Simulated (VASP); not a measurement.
Wanted: the native input for a VASP 6.6.1 run.

* Task: single point
* Functional: r2SCAN
* Potentials or basis: VASP PAW PBE potentials, release 64 (B, N)
* Cutoff: 520 eV
* k mesh: 12 × 12 × 12
* Occupations: gaussian, width 0.01 eV
* Spin: no spin polarisation
* Dipole correction: no
* Further INCAR settings: ALGO = Normal; EDIFF = 1e-07; NBANDS = 11

Crystal: BN.

```xyz
2
Lattice="0.0000 1.8048 1.9032 1.8048 0.0000 1.9032 1.8048 1.8048 0.0000" Properties=species:S:1:pos:R:3 pbc="T T T"
B     0.0000    0.0000    0.0000
N     0.9024    0.9024    0.9516
```

This cell differs from its parent crystal: uniaxial z strain +5.5%.

The input as run:

POSCAR

```
BN
1.0
    0.0000000000      1.8048245542      1.9031874924
    1.8048245542      0.0000000000      1.9031874924
    1.8048245542      1.8048245542      0.0000000000
B N
1 1
Direct
    0.0000000000      0.0000000000      0.0000000000
    0.2500000000      0.2500000000      0.2500000000
```

INCAR.step1

```
SYSTEM = BN
ALGO = Normal
EDIFF = 1E-4
ENCUT = 520
GGA = PE
ISMEAR = 0
LASPH = .TRUE.
LCHARG = .FALSE.
LREAL = .FALSE.
LWAVE = .TRUE.
NBANDS = 11
NELM = 60
PREC = Accurate
SIGMA = 0.01
```

INCAR.step2

```
SYSTEM = BN
ALGO = Normal
EDIFF = 1E-7
ENCUT = 520
ISIF = 2
ISMEAR = 0
ISTART = 1
LASPH = .TRUE.
LCHARG = .TRUE.
LELF = .TRUE.
LMIXTAU = .TRUE.
LREAL = .FALSE.
LVHAR = .TRUE.
LWAVE = .FALSE.
METAGGA = R2SCAN
NBANDS = 11
NELM = 60
PREC = Accurate
SIGMA = 0.01
```

KPOINTS

```
k-points
0
G
  12 12 12
  0 0 0
```

Potentials or basis: VASP PAW PBE potentials, release 64 (B, N).

Launch:

```sh
$ cat potpaw_PBE.64/B/POTCAR potpaw_PBE.64/N/POTCAR > POTCAR
$ cp INCAR.step1 INCAR
$ mpirun -np 1 vasp_std > vasp.out
$ cp INCAR.step2 INCAR
$ mpirun -np 1 vasp_std > vasp.out
```

It gave:

```
Pressure               : -17.9 GPa
Band gap on the k mesh : 4.44 eV (least direct gap 9.00 eV)
```

Caveat: the cell differs from its parent crystal (uniaxial z strain +5.5%); the stress differs along the axes, from -41 to -6 GPa; the PAW data sets were made with another functional, which shifts forces and pressure a little.

It took 71 s on 1 thread of Intel Xeon 6975P-C (shared host), peak memory 0.14 GiB.
